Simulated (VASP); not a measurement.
Set up this calculation in VASP 6.6.1, as the native input.

```
Task                   : single point
Functional             : PBE
Potentials or basis    : VASP PAW PBE potentials, release 64 (Si, W_sv)
Cutoff                 : 520 eV
k mesh                 : 14 × 14 × 14
Occupations            : gaussian, width 0.1 eV
Spin                   : no spin polarisation
Dipole correction      : no
Further INCAR settings : ALGO = Normal; EDIFF = 1e-06; NBANDS = 31
```

The structure of SiW3 lies in POSCAR:

```
SiW3
1.0
    0.0000000000      3.1213683232      3.1213683232
    3.1213683232      0.0000000000      3.1213683232
    3.1213683232      3.1213683232      0.0000000000
Si W
1 3
Direct
    0.0000000000      0.0000000000      0.0000000000
    0.2500000000      0.2500000000      0.2500000000
    0.7500000000      0.7500000000      0.7500000000
    0.5000000000      0.5000000000      0.5000000000
```

The input as run:

INCAR

```
SYSTEM = SiW3
  ALGO = Normal
  EDIFF = 1E-6
  ENCUT = 520
  GGA = PE
  ISIF = 2
  ISMEAR = 0
  LASPH = .True.
  LCHARG = .False.
  LREAL = .False.
  LWAVE = .False.
  NBANDS = 31
  NELM = 100
  PREC = Accurate
  SIGMA = 0.1
```

KPOINTS

```
k-points
0
Gamma
  14 14 14
  0 0 0
```

Potentials or basis: VASP PAW PBE potentials, release 64 (Si, W_sv).

Launch:

```console
$ cat potpaw_PBE.64/Si/POTCAR potpaw_PBE.64/W_sv/POTCAR > POTCAR
$ mpirun -np 1 vasp_std > vasp.out
```

Results of the run:

```
Pressure               : 0.4 GPa
Band gap on the k mesh : zero (band 23 reaches 13.04 eV, above the bottom of band 24 at 10.49 eV)
```

Caveat: spin-orbit coupling is left out, which moves the levels of the heavy elements.

It took 2.3 min on 1 thread of Intel(R) Xeon(R) Platinum 8259CL CPU @ 2.50GHz (Skylake/Cascade Lake) (shared host), peak memory 0.3 GiB.
